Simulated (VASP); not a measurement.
# InP (Fm-3m) in VASP: a series of runs

Runs on InP. Level: PBE. Tasks: single point, relaxation of cell and atoms.

Program: VASP 6.6.1. These are calculated values, not measurements. Logs are shortened: lines on timing, memory, paths and dates and some standing lists are left out, and cuts for length are marked.

## (1) The cell of the first run

It takes space group Fm-3m (No. 225, cubic). Conventional cell: a = 5.491 Å, b = 5.491 Å, c = 5.491 Å, α = 90.00°, β = 90.00°, γ = 90.00°. In (site symmetry m-3m) has 6 P at 2.75 Å within 3.6 Å. P (site symmetry m-3m) has 6 In at 2.75 Å within 3.6 Å.

## (2) Single point, PBE

Input file INCAR:

```
ALGO = Normal
EDIFF = 1E-7
ENCUT = 520
GGA = PE
ISIF = 2
ISMEAR = -1
LASPH = True
LCHARG = False
LREAL = False
LWAVE = False
NBANDS = 16
NELM = 60
PREC = Accurate
SIGMA = 0.02
```

Input file KPOINTS:

```
k-points
0
Gamma
  8 8 8
```

Input file POSCAR:

```
InP
1.0
    0.0000000000      2.7453631616      2.7453631616
    2.7453631616      0.0000000000      2.7453631616
    2.7453631616      2.7453631616      0.0000000000
In P
1 1
Direct
    0.0000000000      0.0000000000      0.0000000000
    0.5000000000      0.5000000000      0.5000000000
```

Potentials or basis: VASP PAW PBE potentials, release 64 (In_d, P).

On the command line:

```console
$ cat potpaw_PBE.64/In_d/POTCAR potpaw_PBE.64/P/POTCAR > POTCAR
$ mpirun -np 1 vasp_std > vasp.out
```

OUTCAR:

```text
EDIFF = 1E-7
   ENCUT = 520
   GGA = PE
   ISIF = 2
   ISMEAR = -1
   LASPH = True
   LREAL = False
   NELM = 60
   PREC = Accurate

 ion  position               nearest neighbor table
   1  0.000  0.000  0.000-   2 2.75   2 2.75   2 2.75   2 2.75   2 2.75   2 2.75
   2  0.500  0.500  0.500-   1 2.75   1 2.75   1 2.75   1 2.75   1 2.75   1 2.75

  LATTYP: Found a face centered cubic cell.
 ALAT       =     5.4907263232

  Lattice vectors:

 A1 = (   0.0000000000,   2.7453631616,   2.7453631616)
 A2 = (   2.7453631616,   0.0000000000,   2.7453631616)
 A3 = (   2.7453631616,   2.7453631616,   0.0000000000)

Analysis of symmetry for initial positions (statically):
=====================================================================
 Subroutine PRICEL returns:
 Original cell was already a primitive cell.

 Routine SETGRP: Setting up the symmetry group for a
 face centered cubic supercell.

 Subroutine GETGRP returns: Found 48 space group operations
 (whereof 48 operations were pure point group operations)
 out of a pool of 48 trial point group operations.

The static configuration has the point symmetry O_h .

Analysis of symmetry for dynamics (positions and initial velocities):
=====================================================================
 Subroutine PRICEL returns:
 Original cell was already a primitive cell.

 Routine SETGRP: Setting up the symmetry group for a
 face centered cubic supercell.

 Subroutine GETGRP returns: Found 48 space group operations
 (whereof 48 operations were pure point group operations)
 out of a pool of 48 trial point group operations.

The dynamic configuration has the point symmetry O_h .

 Subroutine INISYM returns: Found 48 space group operations
 (whereof 48 operations are pure point group operations),
 and found     1 'primitive' translations

----------------------------------------------------------------------------------------

                                     Primitive cell

  volume of cell :      41.3837

  direct lattice vectors                    reciprocal lattice vectors
     0.000000000  2.745363162  2.745363162    -0.182125267  0.182125267  0.182125267
     2.745363162  0.000000000  2.745363162     0.182125267 -0.182125267  0.182125267
     2.745363162  2.745363162  0.000000000     0.182125267  0.182125267 -0.182125267

  length of vectors
     3.882529817  3.882529817  3.882529817     0.315450217  0.315450217  0.315450217

  position of ions in fractional coordinates (direct lattice)
     0.000000000  0.000000000  0.000000000
     0.500000000  0.500000000  0.500000000

  ion indices of the primitive-cell ions
   primitive index   ion index
                 1           1
                 2           2

----------------------------------------------------------------------------------------

 KPOINTS: k-points

Automatic generation of k-mesh.
 Grid dimensions read from file:
 generate k-points for:    8    8    8

 Generating k-lattice:

  Cartesian coordinates                     Fractional coordinates (reciprocal lattice)
    -0.022765658  0.022765658  0.022765658     0.125000000  0.000000000  0.000000000
     0.022765658 -0.022765658  0.022765658     0.000000000  0.125000000  0.000000000
     0.022765658  0.022765658 -0.022765658     0.000000000  0.000000000  0.125000000

  Length of vectors
     0.039431277  0.039431277  0.039431277

  Shift w.r.t. Gamma in fractional coordinates (k-lattice)
     0.000000000  0.000000000  0.000000000

 Subroutine IBZKPT returns following result:
 ===========================================

 Found     29 irreducible k-points:

 Following reciprocal coordinates:
            Coordinates               Weight
  0.000000  0.000000  0.000000      1.000000
  0.125000  0.000000  0.000000      8.000000
  0.250000  0.000000  0.000000      8.000000
  0.375000  0.000000  0.000000      8.000000
  0.500000  0.000000  0.000000      4.000000
  0.125000  0.125000  0.000000      6.000000
[... 16 lines left out ...]
  0.500000  0.250000  0.125000     48.000000
 -0.375000  0.250000  0.125000     24.000000
 [... further k-points ...]
   k-points           NKPTS =     29   k-points in BZ     NKDIM =     29   number of bands    NBANDS=     16
   number of dos      NEDOS =    301   number of ions     NIONS =      2
   total plane-waves  NPLWV =  27000
   dimension x,y,z NGX =    30 NGY =   30 NGZ =   30
   dimension x,y,z NGXF=    60 NGYF=   60 NGZF=   60
   ions per type =               1   1
   NGX,Y,Z   is equivalent  to a cutoff of  12.85, 12.85, 12.85 a.u.
   NGXF,Y,Z  is equivalent  to a cutoff of  25.69, 25.69, 25.69 a.u.
 SYSTEM =  unknown system
   PREC   = accura    normal or accurate (medium, high low for compatibility)
   ISTART =      0    job   : 0-new  1-cont  2-samecut
   ICHARG =      2    charge: 1-file 2-atom 10-const
   ISPIN  =      1    spin polarized calculation?
   LNONCOLLINEAR =      F non collinear calculations
   LSORBIT =      F    spin-orbit coupling
   LASPH  =      T    aspherical Exc in radial PAW
   ENCUT  =  520.0 eV  38.22 Ry    6.18 a.u.   7.22  7.22  7.22*2*pi/ulx,y,z
   NELM   =     60;   NELMIN=  2; NELMDL= -5     # of ELM steps
   EDIFF  = 0.1E-06   stopping-criterion for ELM
   LREAL  =      F    real-space projection
   EDIFFG = 0.1E-05   stopping-criterion for IOM
   NSW    =      0    number of steps for IOM
   IBRION =     -1    ionic relax: 0-MD 1-quasi-New 2-CG
   NFREE  =      0    steps in history (QN), initial steepest desc. (CG)
   ISIF   =      2    stress and relaxation
   ISYM   =      2    0-nonsym 1-usesym 2-fastsym
   POTIM  = 0.5000    time-step for ionic-motion
   TEBEG  =    0.0;   TEEND  =   0.0 temperature during run
   PSTRESS=    0.0 pullay stress
   NELECT =      18.0000    total number of electrons
   NUPDOWN=      -1.0000    fix difference up-down
   EMIN   =  10.00;   EMAX   =-10.00  energy-range for DOS
   EFERMI =   0.00;   METHOD = LEGACY
   ISMEAR =    -1;   SIGMA  =   0.02  broadening in eV -4-tet -1-fermi 0-gaus
   EFERMI_NEDOS =   21; number of points for ismear=-14 and -15
   IALGO  =     38    algorithm
   IMIX   =      4    mixing-type and parameters
     AMIX     =   0.40;   BMIX     =  1.00
     AMIX_MAG =   1.60;   BMIX_MAG =  1.00
  volume/ion in A,a.u.               =      20.69       139.64
  Fermi-wavevector in a.u.,A,eV,Ry     =   1.240383  2.343984 20.933249  1.538550
  Thomas-Fermi vector in A             =   2.374826
   LORBIT       =      0    0 simple, 1 ext, 2 COOP (PROOUT), +10 PAW based schemes
   GGA     = PE    functional components
   LHFCALC =     F    Hartree Fock is set to
   AEXX    =    0.0000 exact exchange contribution
   IVDW    =     0    specifies the selected vdW correction
   LEPSILON=     F    determine dielectric tensor
   LRPA    =     F    only Hartree local field effects (RPA)
 non-spin polarized calculation
  energy-cutoff  :      520.00
  volume of cell :       41.38
 maximum number of plane-waves:      1139
 NGX is ok and might be reduce to    30
   NGX = 15   NGY = 15   NGZ = 15

 number of electron      18.0000004 magnetization

 Free energy of the ion-electron system (eV)
  ---------------------------------------------------
  ext. energy  EPLUGINS =         0.00000000
  ---------------------------------------------------
  free energy    TOTEN  =        -7.90284648 eV

  energy without entropy =       -7.90108206  energy(sigma->0) =       -7.90196427

 E-fermi :   7.4835     XC(G=0): -10.5138

 val. band max:        7.4688948642   @ k =  -0.3750   0.5000   0.1250
 cond. band min:       7.5212673629   @ k =  -0.1250   0.1250   0.0000
 fundamental gap:      0.0523724987
 Fermi energy:         7.4834638330

 k-point     1 :       0.0000    0.0000    0.0000
  band No.  band energies     occupation
      1      -6.9266      2.00000
      2      -6.9266      2.00000
      3      -6.9060      2.00000
      4      -6.9060      2.00000
      5      -6.9060      2.00000
      6      -4.8349      2.00000
[... 8 lines left out ...]
     15      15.9839      0.00000
     16      15.9839      0.00000

 k-point     2 :       0.1250    0.0000    0.0000
  band No.  band energies     occupation
      1      -6.9349      2.00000
      2      -6.9349      2.00000
      3      -6.9067      2.00000
      4      -6.8946      2.00000
      5      -6.8946      2.00000
      6      -4.6347      2.00000
[... 8 lines left out ...]
     15      15.2102      0.00000
     16      15.8318      0.00000

 k-point     3 :       0.2500    0.0000    0.0000
  band No.  band energies     occupation
      1      -6.9591      2.00000
      2      -6.9591      2.00000
      3      -6.9105      2.00000
      4      -6.8629      2.00000
      5      -6.8629      2.00000
      6      -4.0542      2.00000
[... 8 lines left out ...]
     15      16.1107      0.00000
     16      16.1107      0.00000

 k-point     4 :       0.3750    0.0000    0.0000
  band No.  band energies     occupation
      1      -6.9837      2.00000
      2      -6.9837      2.00000
      3      -6.9165      2.00000
      4      -6.8301      2.00000
      5      -6.8301      2.00000
      6      -3.2132      2.00000
[... 8 lines left out ...]
     15      17.6051      0.00000
     16      17.6051      0.00000
[... 324 lines left out ...]
 k-point    22 :       0.3750    0.2500    0.1250
  band No.  band energies     occupation
      1      -7.0401      2.00000
      2      -6.9336      2.00000
      3      -6.9192      2.00000
      4      -6.8485      2.00000
      5      -6.8434      2.00000
      6      -3.4898      2.00000
[... 8 lines left out ...]
     15      18.7423      0.00000
     16      18.8484      0.00000

 k-point    23 :       0.5000    0.2500    0.1250
  band No.  band energies     occupation
      1      -7.0722      2.00000
      2      -6.9519      2.00000
      3      -6.9051      2.00000
      4      -6.8466      2.00000
      5      -6.8203      2.00000
      6      -2.6526      2.00000
[... 8 lines left out ...]
     15      18.7652      0.00000
     16      19.8274      0.00000

 k-point    24 :      -0.3750    0.2500    0.1250
  band No.  band energies     occupation
      1      -7.0831      2.00000
      2      -6.9613      2.00000
      3      -6.8921      2.00000
      4      -6.8544      2.00000
      5      -6.8091      2.00000
      6      -2.1294      2.00000
[... 8 lines left out ...]
     15      17.5219      0.00000
     16      20.2664      0.00000

 [... further k-points ...]
[... 5 lines left out ...]
  --------------------------------------------------------------------------------------
  -------------------------------------------------------------------------------------
  Total        0.4897010      0.4897010      0.4897010     -0.0000000     -0.0000000      0.0000000
  in kB       18.9588591     18.9588591     18.9588591     -0.0000000     -0.0000000      0.0000000
  external PRESSURE =      18.9588591 kB  Pullay stress =       0.0000000 kB

 VOLUME and BASIS-vectors are now :
 -----------------------------------------------------------------------------
  energy-cutoff  :      520.00
  volume of cell :       41.38
      direct lattice vectors                 reciprocal lattice vectors
     0.000000000  2.745363162  2.745363162    -0.182125267  0.182125267  0.182125267
     2.745363162  0.000000000  2.745363162     0.182125267 -0.182125267  0.182125267
     2.745363162  2.745363162  0.000000000     0.182125267  0.182125267 -0.182125267

 POSITION                                       TOTAL-FORCE (eV/Angst)
 -----------------------------------------------------------------------------------
      0.00000      0.00000      0.00000        -0.000000     -0.000000      0.000000
      2.74536      2.74536      2.74536         0.000000      0.000000      0.000000
 -----------------------------------------------------------------------------------
    total drift:                               -0.000000      0.000000      0.000000

  FREE ENERGIE OF THE ION-ELECTRON SYSTEM (eV)
  ---------------------------------------------------
  free  energy   TOTEN  =        -7.9028464800 eV

  energy  without entropy=       -7.9010820614  energy(sigma->0) =       -7.90196427
```

It took 32 s on 1 thread of AMD EPYC 7R13, shared host; peak memory 0.14 GiB.

What came out:

- Free energy: -7.9028 eV
- Pressure: 1.9 GPa
- Band gap on the k mesh: zero (band 9 reaches 7.67 eV, above the bottom of band 10 at 4.95 eV)

Caveat: spin-orbit coupling is left out, which moves the levels of the heavy elements.

## (3) Single point, PBE

This run uses another cell than the first one, of 21.20 Å³/atom, 1.024 times its volume.

Input file INCAR:

```
ALGO = Normal
EDIFF = 1E-6
ENCUT = 520
GGA = PE
ISIF = 2
ISMEAR = -1
LASPH = True
LCHARG = False
LREAL = False
LWAVE = False
NBANDS = 16
NELM = 100
PREC = Accurate
SIGMA = 0.02
```

KPOINTS is that of step 2.

Input file POSCAR:

```
InP
1.0
    0.0000000000      2.7675098747      2.7675098747
    2.7675098747      0.0000000000      2.7675098747
    2.7675098747      2.7675098747      0.0000000000
In P
1 1
Direct
    0.0000000000      0.0000000000      0.0000000000
    0.5000000000      0.5000000000      0.5000000000
```

Potentials or basis: VASP PAW PBE potentials, release 64 (In_d, P).

On the command line:

```console
$ cat potpaw_PBE.64/In_d/POTCAR potpaw_PBE.64/P/POTCAR > POTCAR
$ mpirun -np 1 vasp_std > vasp.out
```

Run time: 27 s. Hardware: 1 thread of AMD EPYC 7R13, shared host; peak memory 0.14 GiB.

Results (log left out):

```
Free energy            : -7.9090 eV
Pressure               : 0.0 GPa
Band gap on the k mesh : zero (band 9 reaches 7.36 eV, above the bottom of band 10 at 4.73 eV)
```

Levels at points of the mesh, in eV from the Fermi level:
```csv
k point,band 7,band 8,band 9,band 10,band 11,band 12
"(0.00, 0.00, 0.00)",-0.38,-0.38,-0.38,0.43,6.99,6.99
"(0.50, 0.00, 0.00)",-6.75,0.05,0.05,2.38,3.29,3.29
"(0.50, 0.50, 0.00)",-5.06,-2.62,-2.44,-2.44,3.73,9.77
```

Caveat: spin-orbit coupling is left out, which moves the levels of the heavy elements.

## (4) Relaxation of cell and atoms, PBE

This run uses another cell than the first one, of 18.08 Å³/atom, 0.874 times its volume.

Input file INCAR:

```
PREC = Accurate
ENCUT = 600
EDIFF = 1E-6
ISMEAR = -1
SIGMA = 0.02
LREAL = F
LASPH = T
NELM = 80
ALGO = Normal
ISIF = 3
LWAVE = F
LCHARG = F
GGA = PE
IBRION = 2
NSW = 80
EDIFFG = -0.005
```

Input file KPOINTS:

```
Automatic mesh
0
Gamma
  8 8 8
```

Input file POSCAR:

```
InP
1.0
    0.0000000000      2.6248170000      2.6248170000
    2.6248170000      0.0000000000      2.6248170000
    2.6248170000      2.6248170000      0.0000000000
In P
1 1
Direct
    0.0000000000      0.0000000000      0.0000000000
    0.5000000000      0.5000000000      0.5000000000
```

On the command line:

```console
$ cat potpaw_PBE.64/In_d/POTCAR potpaw_PBE.64/P/POTCAR > POTCAR
$ mpirun -np 1 vasp_std > vasp.out
```

Run time: 58 s. Hardware: 1 thread of AMD EPYC 7R13, shared host; peak memory 0.15 GiB.

Results (log left out):

| Item | Value |
| --- | --- |
| Free energy | -7.9076 eV |
| Relaxed volume | 21.20 Å³/atom |
| Relaxed cell | a = 3.914 Å, b = 3.914 Å, c = 3.914 Å, α = 60.00°, β = 60.00°, γ = 60.00° |
| Space group after relaxing (to 0.05 Å) | Fm-3m (No. 225) |
| Energy gained by relaxing | 143.9 meV/atom |
| Ionic steps | 3 |
| Pressure after relaxing | 0.0 GPa |
| Band gap on the k mesh | zero (band 9 reaches 7.36 eV, above the bottom of band 10 at 4.73 eV) |

Step by step:
| step | energy change (eV) | largest force (eV/Å) | pressure (GPa) | volume (Å³) |
| --- | --- | --- | --- | --- |
| 1 | 0.0000 | 0.0000 | 17.26 | 36.17 |
| 2 | -0.1812 | 0.0000 | -5.95 | 47.35 |
| 3 | -0.2878 | 0.0000 | 0.02 | 42.40 |

Final structure:
```
In P
1.0
     0.00000    2.76757    2.76757
     2.76757    0.00000    2.76757
     2.76757    2.76757    0.00000
In P
1 1
Direct
  0.00000 0.00000 0.00000
  0.50000 0.50000 0.50000
```

Levels at points of the mesh, in eV from the Fermi level:
```tsv
k point	band 7	band 8	band 9	band 10	band 11	band 12
(0.00, 0.00, 0.00)	-0.38	-0.38	-0.38	0.43	6.99	6.99
(0.50, 0.00, 0.00)	-6.75	0.05	0.05	2.38	3.29	3.29
(0.50, 0.50, 0.00)	-5.06	-2.62	-2.44	-2.44	3.73	9.77
```

Caveat: the volume moved by over 15 % at a fixed basis, so the end points are rough; spin-orbit coupling is left out, which moves the levels of the heavy elements.

## (5) The runs side by side

```tsv
task	cell	cutoff (eV)	gap on the mesh (eV)	pressure (GPa)
single point	a = 3.883 Å, angles 60.0°, 2 atoms	520	none	1.9
single point	a = 3.914 Å, angles 60.0°, 2 atoms	520	none	0.0
relaxation of cell and atoms	relaxed from a = 3.712 Å, angles 60.0°, 2 atoms	600	none	0.0
```

Alike in all rows: level PBE; potentials or basis VASP PAW PBE potentials, release 64 (In_d, P); no spin polarisation; k mesh 8 × 8 × 8; smearing fermi-dirac 0.02 eV.

Caveats: spin-orbit coupling is left out, which moves the levels of the heavy elements; the volume moved by over 15 % at a fixed basis, so the end points are rough (some runs).

Absolute energies hang on the potentials; compare differences alone.
